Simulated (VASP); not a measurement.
# Sn (Fd-3m) in VASP: elastic constants with PBEsol

Aim: the elastic constants of Sn with PBEsol.

Everything below comes from runs of VASP 6.6.1. Logs are shortened: lines on timing, memory, paths and dates and some standing lists are left out, and cuts for length are marked.

### Step 1. The cell of the first run

It takes space group Fd-3m (No. 227, cubic). Conventional cell: a = 6.196 Å, b = 6.196 Å, c = 6.196 Å, α = 90.00°, β = 90.00°, γ = 90.00°. Within 3.5 Å of Sn (site symmetry -43m) lie 4 Sn at 2.68 Å.

This isn't the form of Sn at room conditions, which is tetragonal (white tin).

### Step 2. Elastic constants, PBEsol

INCAR reads:

```
ALGO = Normal
EDIFF = 1E-8
ENCUT = 600
GGA = PS
IBRION = 6
ISIF = 3
ISMEAR = -1
KPAR = 4
LASPH = T
LCHARG = F
LREAL = F
LWAVE = F
NBANDS = 21
NELM = 100
NFREE = 2
NSW = 1
POTIM = 0.015
PREC = Accurate
SIGMA = 0.08
```

KPOINTS reads:

```
k-points
0
Gamma
  14 14 14
```

POSCAR reads:

```
Sn
1.0
    0.0000000000      3.0980316733      3.0980316733
    3.0980316733      0.0000000000      3.0980316733
    3.0980316733      3.0980316733      0.0000000000
Sn
2
Direct
    0.5000000000      0.5000000000      0.5000000000
    0.7500000000      0.7500000000      0.7500000000
```

Potentials or basis: VASP PAW PBE potentials, release 64 (Sn_d).

Run with:

```console
$ cat potpaw_PBE.64/Sn_d/POTCAR > POTCAR
$ mpirun -np 4 vasp_std > vasp.out
```

OUTCAR:

```text
EDIFF = 1E-8
   ENCUT = 600
   GGA = PS
   IBRION = 6
   ISIF = 3
   ISMEAR = -1
   LASPH = T
   LREAL = F
   NELM = 100
   NFREE = 2
   NSW = 1
   POTIM = 0.015
   PREC = Accurate

 ion  position               nearest neighbor table
   1  0.500  0.500  0.500-   2 2.68   2 2.68   2 2.68   2 2.68
   2  0.750  0.750  0.750-   1 2.68   1 2.68   1 2.68   1 2.68

  LATTYP: Found a face centered cubic cell.
 ALAT       =     6.1960633466

  Lattice vectors:

 A1 = (   0.0000000000,   3.0980316733,   3.0980316733)
 A2 = (   3.0980316733,   0.0000000000,   3.0980316733)
 A3 = (   3.0980316733,   3.0980316733,   0.0000000000)

Analysis of symmetry for initial positions (statically):
=====================================================================
 Subroutine PRICEL returns:
 Original cell was already a primitive cell.

 Routine SETGRP: Setting up the symmetry group for a
 face centered cubic supercell.

 Subroutine GETGRP returns: Found 48 space group operations
 (whereof 24 operations were pure point group operations)
 out of a pool of 48 trial point group operations.

The static configuration has the point symmetry T_d .
 The point group associated with its full space group is O_h .

Analysis of symmetry for dynamics (positions and initial velocities):
=====================================================================
 Subroutine PRICEL returns:
 Original cell was already a primitive cell.

 Routine SETGRP: Setting up the symmetry group for a
 face centered cubic supercell.

 Subroutine GETGRP returns: Found 48 space group operations
 (whereof 24 operations were pure point group operations)
 out of a pool of 48 trial point group operations.

The dynamic configuration has the point symmetry T_d .
 The point group associated with its full space group is O_h .

 Subroutine INISYM returns: Found 48 space group operations
 (whereof 24 operations are pure point group operations),
[... 337 lines left out ...]

 val. band max:        7.2230134227   @ k =   0.0000   0.0000   0.0000
 cond. band min:       7.3053231819   @ k =   0.5000   0.0000   0.0000
 fundamental gap:      0.0823097592
 Fermi energy:         7.2286506687

 k-point     1 :       0.0000    0.0000    0.0000
  band No.  band energies     occupation
      1     -14.8776      2.00000
      2     -14.8705      2.00000
      3     -14.8627      2.00000
      4     -14.7882      2.00000
      5     -14.7880      2.00000
      6     -14.3436      2.00000
[... 565 lines left out ...]
     20      14.5988      0.00000
     21      15.3182      0.00000

 [... further k-points ...]
[... 5 lines left out ...]
  --------------------------------------------------------------------------------------
  -------------------------------------------------------------------------------------
  Total        3.6918411      3.6955841      3.6955841      0.0000000     -0.2220923      0.0000000
  in kB       99.4640251     99.5648663     99.5648663      0.0000000     -5.9835166      0.0000000
  external PRESSURE =      99.5312526 kB  Pullay stress =       0.0000000 kB
[... 17 lines left out ...]
  FREE ENERGIE OF THE ION-ELECTRON SYSTEM (eV)
  ---------------------------------------------------
  free  energy   TOTEN  =        -8.1891026797 eV

  energy  without entropy=       -8.1876757913  energy(sigma->0) =       -8.18838924

 INTERNAL STRAIN TENSORS FROM STRAINED CELLS
 ============================================

 INTERNAL STRAIN TENSOR FOR ION    1 for displacements in x,y,z  (eV/Angst):
          X           Y           Z          XY          YZ          ZX
  --------------------------------------------------------------------------------
  x     0.00000     0.00000    -0.00000     0.00000    14.81098     0.00000
  y     0.00000     0.00000     0.00000     0.00000    -0.00000    14.81136
  z     0.00000     0.00000    -0.00000    14.81276     0.00000    -0.00000

 INTERNAL STRAIN TENSORS FROM DISPLACED ATOMS
 ============================================

 INTERNAL STRAIN TENSOR FOR ION    1 for displacements in x,y,z  (eV/Angst):
          X           Y           Z          XY          YZ          ZX
  --------------------------------------------------------------------------------
  x     0.00000     0.00000     0.00000     0.00000    14.80924     0.00000
  y     0.00000     0.00000     0.00000     0.00000     0.00000    14.80924
  z     0.00000     0.00000     0.00000    14.80924     0.00000     0.00000

 INTERNAL STRAIN TENSOR FOR ION    2 for displacements in x,y,z  (eV/Angst):
          X           Y           Z          XY          YZ          ZX
  --------------------------------------------------------------------------------
  x     0.00000    -0.00000    -0.00000     0.00000   -14.80924     0.00000
  y    -0.00000     0.00000    -0.00000     0.00000     0.00000   -14.80924
  z    -0.00000    -0.00000     0.00000   -14.80924     0.00000     0.00000

 Eigenvectors and eigenvalues of the dynamical matrix
 ----------------------------------------------------

   1 f  =    6.735873 THz    42.322741 2PiTHz  224.684554 cm-1    27.857322 meV
             X         Y         Z           dx          dy          dz
      3.098032  3.098032  3.098032     0.000000   -0.707107    0.000000
      4.647048  4.647048  4.647048     0.000000    0.707107    0.000000
[... 21 lines left out ...]
   6 f  =    0.000000 THz     0.000000 2PiTHz    0.000000 cm-1     0.000000 meV
             X         Y         Z           dx          dy          dz
      3.098032  3.098032  3.098032     0.000000    0.000000    0.707107
      4.647048  4.647048  4.647048     0.000000    0.000000    0.707107

--------------------------------------------------------------------------------------------------------

 ELASTIC MODULI CONTR FROM IONIC RELAXATION (kBar)
 Direction    XX          YY          ZZ          XY          YZ          ZX
 --------------------------------------------------------------------------------
 XX          -0.0000     -0.0000     -0.0000     -0.0000      0.0000     -0.0000
 YY          -0.0000     -0.0000     -0.0000     -0.0000     -0.0000      0.0000
 ZZ          -0.0000     -0.0000     -0.0000      0.0000     -0.0000     -0.0000
 XY          -0.0000     -0.0000      0.0000   -536.2224      0.0000      0.0000
 YZ           0.0000     -0.0000     -0.0000      0.0000   -536.2224      0.0000
 ZX          -0.0000      0.0000     -0.0000      0.0000      0.0000   -536.2224
 --------------------------------------------------------------------------------

 TOTAL ELASTIC MODULI (kBar)
 Direction    XX          YY          ZZ          XY          YZ          ZX
 --------------------------------------------------------------------------------
 XX         949.0635    663.4690    663.4690     -0.0000      0.0000     -0.0000
 YY         663.4690    949.0635    663.4690     -0.0000     -0.0000     -0.0000
 ZZ         663.4690    663.4690    949.0635     -0.0000     -0.0000     -0.0000
 XY          -0.0000     -0.0000     -0.0000    289.0939      0.0000     -0.0000
 YZ           0.0000     -0.0000     -0.0000      0.0000    289.0939      0.0000
 ZX          -0.0000     -0.0000     -0.0000     -0.0000      0.0000    289.0939
 --------------------------------------------------------------------------------
```

OSZICAR:

```text
N       E                     dE             d eps       ncg     rms          rms(c)
DAV:   1     0.240922362528E+03    0.24092E+03   -0.15982E+04  4378   0.223E+03
[... 188 lines left out ...]
DAV:   2    -0.818912615930E+01   -0.72818E-02   -0.74719E-02 25936   0.233E+00    0.720E-02
DAV:   3    -0.818912865417E+01   -0.24949E-05   -0.60467E-04 22454   0.230E-01    0.464E-02
DAV:   4    -0.818910350521E+01    0.25149E-04   -0.76486E-05 27086   0.976E-02    0.565E-03
DAV:   5    -0.818910287049E+01    0.63472E-06   -0.77483E-06 21262   0.308E-02    0.231E-03
DAV:   6    -0.818910262064E+01    0.24985E-06   -0.72540E-07 24911   0.103E-02    0.736E-04
DAV:   7    -0.818910268727E+01   -0.66633E-07   -0.97708E-08 23038   0.397E-03    0.130E-04
DAV:   8    -0.818910267972E+01    0.75593E-08   -0.61341E-09 11601   0.732E-04
  15 F= -.81891027E+01 E0= -.81883892E+01  d E =-.142689E-02
```

stdout:

```text
POSCAR found type information on POSCAR Sn
 POSCAR found :  1 types and       2 ions
 scaLAPACK will be used
 -----------------------------------------------------------------------------
|                                                                             |
|                                                                             |
|     You enforced a specific xc type in the INCAR file but a different       |
|     I HOPE YOU KNOW WHAT YOU ARE DOING!                                     |
|                                                                             |
 -----------------------------------------------------------------------------

 LDA part: xc-table for (Slater+PW92), standard interpolation
 POSCAR, INCAR and KPOINTS ok, starting setup
 FFT: planning ... GRIDC
 FFT: planning ... GRID_SOFT
 FFT: planning ... GRID
 WAVECAR not read
 entering main loop
 Found     1 degrees of freedom:
 Adding 6 more for cell shape distortion
 Finite differences POTIM= 0.01500 DOF=   7
 bond charge predicted
 Finite differences progress:
 bond charge predicted
 Finite differences progress:
 bond charge predicted
 Finite differences progress:
 bond charge predicted
 Finite differences progress:
 bond charge predicted
 Finite differences progress:
 bond charge predicted
 Finite differences progress:
 bond charge predicted
 Finite differences progress:
 bond charge predicted
 Finite differences progress:
 bond charge predicted
 Finite differences progress:
 bond charge predicted
 Finite differences progress:
 bond charge predicted
 Finite differences progress:
 bond charge predicted
 Finite differences progress:
 bond charge predicted
 Finite differences progress:
 bond charge predicted
 Finite differences progress:
```

Run time: 54 min. Hardware: 4 MPI ranks of Oxide Virtual Turin-like, shared host; peak memory 1.4 GiB.

What came out:

```
Elastic constants C11, C12, C44 : 95, 66, 29 GPa
Voigt bulk modulus              : 76 GPa
Highest phonon frequency at Γ   : 225 cm⁻¹
```

Phonon frequencies in cm⁻¹ (negative: imaginary):
```csv
q point,frequencies
"(0.000, 0.000, 0.000)",0 0 0 225 225 225
```

Elastic tensor in Voigt notation (GPa, in the Cartesian axes of the cell as first typed):
```
95 66 66  0  0  0
66 95 66  0  0  0
66 66 95  0  0  0
 0  0  0 29  0  0
 0  0  0  0 29  0
 0  0  0  0  0 29
```

Clamped-ion elastic tensor (GPa):
```
95 66 66  0  0  0
66 95 66  0  0  0
66 66 95  0  0  0
 0  0  0 83  0  0
 0  0  0  0 83  0
 0  0  0  0  0 83
```

Caveat: the cell is under stress, which shifts elastic constants; the PAW data sets were made with another functional, which shifts forces and pressure a little; spin-orbit coupling is left out, which moves the levels of the heavy elements.
